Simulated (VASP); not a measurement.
The system is Be2AlI.

```
Be Al I
1.0
     4.54777    0.00000    0.00000
    -2.27388    3.93848    0.00000
     0.00000    0.00000    6.23380
Be Al I
2 1 1
Direct
  0.33333 0.66667 0.50000
  0.66667 0.33333 0.50000
  0.00000 0.00000 0.00000
  0.00000 0.00000 0.50000
```

```yaml
Program: VASP 6.6.1
Task: relaxation of cell and atoms
Functional: PBE
Potentials_or_basis: VASP PAW PBE potentials, release 64 (Be, Al, I)
Cutoff: 600 eV
k_mesh: 12 × 12 × 8
Occupations: gaussian, width 0.1 eV
Spin: no spin polarisation
```

At the start: pressure -1.0 GPa; volume 27.91 Å³/atom.

Task: Where does the relaxation end?

Result: Over 5 steps the energy falls by 4.6 meV/atom and the volume is 26.92 Å³/atom (-3.6 %); space group P6/mmm (No. 191, to 0.05 Å).

Step by step:
| step | energy change (eV) | largest force (eV/Å) | pressure (GPa) | volume (Å³) |
| --- | --- | --- | --- | --- |
| 1 | 0.0000 | 0.0000 | -0.96 | 111.66 |
| 2 | -0.0164 | 0.0000 | -0.34 | 108.98 |
| 3 | -0.0182 | 0.0000 | -0.04 | 107.82 |
| 4 | -0.0182 | 0.0000 | -0.02 | 107.75 |
| 5 | -0.0183 | 0.0000 | -0.01 | 107.68 |

Final structure:
```yaml
crystal:
  lattice:
    - [4.46726, 0.00000, 0.00000]
    - [-2.23363, 3.86876, 0.00000]
    - [0.00000, 0.00000, 6.23050]
  atoms:
    - { symbol: Be, position: [0.33333, 0.66667, 0.50000] }
    - { symbol: Be, position: [0.66667, 0.33333, 0.50000] }
    - { symbol: Al, position: [0.00000, 0.00000, 0.00000] }
    - { symbol: I, position: [0.00000, 0.00000, 0.50000] }
```
